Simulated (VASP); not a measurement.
A run of VASP 6.6.1:

File INCAR:

```
PREC = Accurate
ENCUT = 1230
EDIFF = 1E-7
ISMEAR = 0
SIGMA = 0.02
LREAL = False
LASPH = True
NELM = 120
ALGO = Normal
ISIF = 3
LWAVE = False
LCHARG = False
GGA = PS
IBRION = 2
NSW = 50
EDIFFG = -0.03
PSTRESS = 200.0
GGA_COMPAT = False
NELMIN = 4
```

The input KPOINTS:

```
regular mesh
0
Gamma
  6 6 6
```

Contents of POSCAR:

```
CsH
1.0
    0.0000000000      3.1050000000      3.1050000000
    3.1050000000      0.0000000000      3.1050000000
    3.1050000000      3.1050000000      0.0000000000
Cs H
1 1
Direct
    0.0000000000      0.0000000000      0.0000000000
    0.5000000000      0.5000000000      0.5000000000
```

Potentials or basis: VASP PAW PBE potentials, release 64 (Cs_sv, H_h).

Launch:

```console
$ cat potpaw_PBE.64/Cs_sv/POTCAR potpaw_PBE.64/H_h/POTCAR > POTCAR
$ mpirun -np 1 vasp_std > vasp.out
```

Hardware: 1 thread of Intel(R) Xeon(R) 6975P-C (Granite Rapids), on a shared host.

Q: Estimate the wall time of this run.

A: Run time: 39 s on 1 thread of Intel(R) Xeon(R) 6975P-C (Granite Rapids) (shared host), peak memory 0.39 GiB. Counts: scf iterations 24, k points 16, ion steps 2.
